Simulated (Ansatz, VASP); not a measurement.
## Two plane-wave programs on HfN

INCAR

```
  PREC = Accurate
  ENCUT = 600
  EDIFF = 1E-7
  ISMEAR = -1
  SIGMA = 0.1
  LREAL = F
  LASPH = T
  NELM = 60
  ALGO = Normal
  ISIF = 3
  LWAVE = F
  LCHARG = F
  GGA = PE
  IBRION = 2
  NSW = 60
  EDIFFG = -0.005
```

KPOINTS

```
regular mesh
0
Gamma
  15 15 15
```

The input POSCAR:

```
HfN
1.0
    0.0000000000      2.1544346900      2.1544346900
    2.1544346900      0.0000000000      2.1544346900
    2.1544346900      2.1544346900      0.0000000000
Hf N
1 1
Direct
    0.0000000000      0.0000000000      0.0000000000
    0.5000000000      0.5000000000      0.5000000000
```

Input for Ansatz:

```yaml
crystal:
  lattice:
    - [0.0, 2.15443469, 2.15443469]
    - [2.15443469, 0.0, 2.15443469]
    - [2.15443469, 2.15443469, 0.0]
  atoms:
    - { symbol: Hf, position: [0.0, 0.0, 0.0] }
    - { symbol: "N", position: [0.5, 0.5, 0.5] }
kpoints:
  mp_grid: { grid: [15, 15, 15] }
scf:
  occupations: { method: fermi_dirac, width: 0.1 }
hamiltonian:
  xc: pbe
  pseudopotentials: { kind: paw }
output:
  forces: true
  stress: true
relax:
  f_tol: 0.005
  max_steps: 40
  cell: {}
```

Alike in both runs: task relaxation of cell and atoms; functional PBE; k mesh 15 × 15 × 15; occupations fermi-dirac, width 0.1 eV; no spin polarisation.

|  | VASP | Ansatz |
| --- | --- | --- |
| version | VASP 6.6.1 | Ansatz 0.2.0 |
| potentials or method | VASP PAW PBE potentials, release 64 (Hf_pv, N) | PAW with Ansatz's default frozen-core files, scalar-relativistic |
| plane-wave cutoff (eV) | 600 | 420 |
| valence electrons in the cell | 15 | 31 |

Ansatz gave:

| Property | Result |
| --- | --- |
| relaxed volume (Å³/atom) | 11.76 |
| relaxed cell length with the largest relative difference (Å) | 3.216 |

Which values does VASP return?

Relaxed volume (Å³/atom): 11.66; relaxed cell length with the largest relative difference (Å): 3.207.

VASP's potentials hold 15 valence electrons a cell and Ansatz's 31, so a difference there can come from the potentials and not from the codes.

Neither program's run includes spin-orbit coupling. Noted on VASP's run: the volume moved by over 15 % at a fixed basis, so the end points are rough.
